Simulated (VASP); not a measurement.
Set up this calculation in VASP 6.6.1, as the native input.

- Task: single point
- Functional: HSE06
- Potentials or basis: VASP PAW PBE potentials, release 64 (Li_sv, F)
- Cutoff: 520 eV
- k mesh: 6 × 6 × 6
- Occupations: fermi-dirac, width 0.02 eV
- Spin: no spin polarisation
- Dipole correction: no
- Grid for exact exchange (PRECFOCK): Normal
- Further INCAR settings: ALGO = Normal; EDIFF = 1e-07; NBANDS = 12
- Screening parameter: 0.2079 1/Å

LiF:

```
CELL_PARAMETERS angstrom
0.00000 2.00536 2.00536
2.00536 0.00000 2.00536
2.00536 2.00536 0.00000
ATOMIC_POSITIONS crystal
Li 0.00000 0.00000 0.00000
F 0.50000 0.50000 0.50000
```

The input as run:

POSCAR

```
LiF
1.0
    0.0000000000      2.0053552528      2.0053552528
    2.0053552528      0.0000000000      2.0053552528
    2.0053552528      2.0053552528      0.0000000000
Li F
1 1
Direct
    0.0000000000      0.0000000000      0.0000000000
    0.5000000000      0.5000000000      0.5000000000
```

INCAR.step1

```
PREC = Accurate
ENCUT = 520
EDIFF = 1E-5
ISMEAR = -1
SIGMA = 0.02
LREAL = False
LASPH = True
NELM = 80
ALGO = Normal
ISIF = 2
LWAVE = True
LCHARG = False
NBANDS = 12
GGA = PE
```

INCAR.step2

```
PREC = Accurate
ENCUT = 520
EDIFF = 1E-7
ISMEAR = -1
SIGMA = 0.02
LREAL = False
LASPH = True
NELM = 80
ALGO = Normal
ISIF = 2
LWAVE = False
LCHARG = False
GGA = PE
LHFCALC = True
HFSCREEN = 0.2079
PRECFOCK = Normal
NBANDS = 12
ISTART = 1
```

KPOINTS

```
Automatic mesh
0
Gamma
  6 6 6
```

Potentials or basis: VASP PAW PBE potentials, release 64 (Li_sv, F).

Launch:

```sh
$ cat potpaw_PBE.64/Li_sv/POTCAR potpaw_PBE.64/F/POTCAR > POTCAR
$ cp INCAR.step1 INCAR
$ mpirun -np 1 vasp_std > vasp.out
$ cp INCAR.step2 INCAR
$ mpirun -np 1 vasp_std > vasp.out
```

Results of the run:

* Band gap on the k mesh: 11.51 eV, direct

Caveat: the k points lie up to 0.45 Å⁻¹ apart.

Wall time 2.7 min on 1 thread of AMD EPYC 9R45 96-Core Processor (Zen 5), with other jobs on the host, peak memory 0.2 GiB.
